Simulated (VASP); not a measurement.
A run of VASP 6.6.1:

INCAR

```
SYSTEM = ZrB
PREC = Accurate ; ENCUT = 520
EDIFF = 1E-6 ; ISMEAR = 0
SIGMA = 0.05 ; LREAL = .False.
LASPH = .True. ; NELM = 150
ALGO = Normal ; ISIF = 2
LWAVE = .False. ; LCHARG = .True.
ISPIN = 2 ; MAGMOM = 1.5 0.5
LORBIT = 11 ; LMAXMIX = 4
GGA = PE ; LELF = .True.
LVHAR = .True. ; NBANDS = 18
```

KPOINTS

```
Automatic mesh
0
Gamma
  1 1 15
  0 0 0
```

POSCAR

```
ZrB
1.0
    9.0000000000      0.0000000000      0.0000000000
    0.0000000000      9.3000000000      0.0000000000
    0.0000000000      0.0000000000      4.1625007480
Zr B
1 1
Direct
    0.5000000000      0.5000000000     -0.0175009002
    0.5000000000      0.5000000000      0.4825009002
```

Potentials or basis: VASP PAW PBE potentials, release 64 (Zr_sv, B).

Launch:

```console
$ cat potpaw_PBE.64/Zr_sv/POTCAR potpaw_PBE.64/B/POTCAR > POTCAR
$ mpirun -np 1 vasp_std > vasp.out
```

Hardware: 1 thread of Intel Xeon 6975P-C (shared host).

Question: How long does it take, and how much memory?

Answer: Wall time 2.9 min on 1 thread of Intel Xeon 6975P-C, with other jobs on the host, peak memory 0.53 GiB. Counts: scf iterations 22, k points 8.
